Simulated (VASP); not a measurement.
Sn5As3:

```xyz
8
Lattice="5.8600 0.0000 0.0000 0.0000 5.8600 0.0000 0.0000 0.0000 5.8600" Properties=species:S:1:pos:R:3 pbc="T T T"
Sn    0.0000    0.0000    0.0000
Sn    2.9300    0.0000    0.0000
Sn    2.9300    2.9300    2.9300
Sn    0.0000    2.9300    0.0000
Sn    0.0000    0.0000    2.9300
As    2.9300    0.0000    2.9300
As    2.9300    2.9300    0.0000
As    0.0000    2.9300    2.9300
```

- Program: VASP 6.6.1
- Task: relaxation of cell and atoms
- Functional: PBE
- Potentials or basis: VASP PAW PBE potentials, release 64 (Sn_d, As)
- Cutoff: 600 eV
- k mesh: 3 × 3 × 3
- Occupations: gaussian, width 0.2 eV
- Spin: no spin polarisation

At the start: pressure 2.0 GPa; volume 25.15 Å³/atom.

Problem. How do energy, volume and symmetry change on relaxing?

Solution. Over 3 steps the energy falls by 5.1 meV/atom and the volume is 25.99 Å³/atom (+3.3 %); space group Pm-3m (No. 221, to 0.1 Å) before and after.

The path:
```
step  energy change (eV)  largest force (eV/Å)  pressure (GPa)  volume (Å³)
   1              0.0000                0.0000            2.01       201.23
   2             -0.0349                0.0000           -0.68       210.55
   3             -0.0406                0.0000            0.00       207.93
```

Final structure:
```xyz
8
Lattice="5.9243 0.0000 0.0000 0.0000 5.9243 0.0000 0.0000 0.0000 5.9243" Properties=species:S:1:pos:R:3 pbc="T T T"
Sn    0.0000    0.0000    0.0000
Sn    2.9621    0.0000    0.0000
Sn    2.9621    2.9621    2.9621
Sn    0.0000    2.9621    0.0000
Sn    0.0000    0.0000    2.9621
As    2.9621    0.0000    2.9621
As    2.9621    2.9621    0.0000
As    0.0000    2.9621    2.9621
```
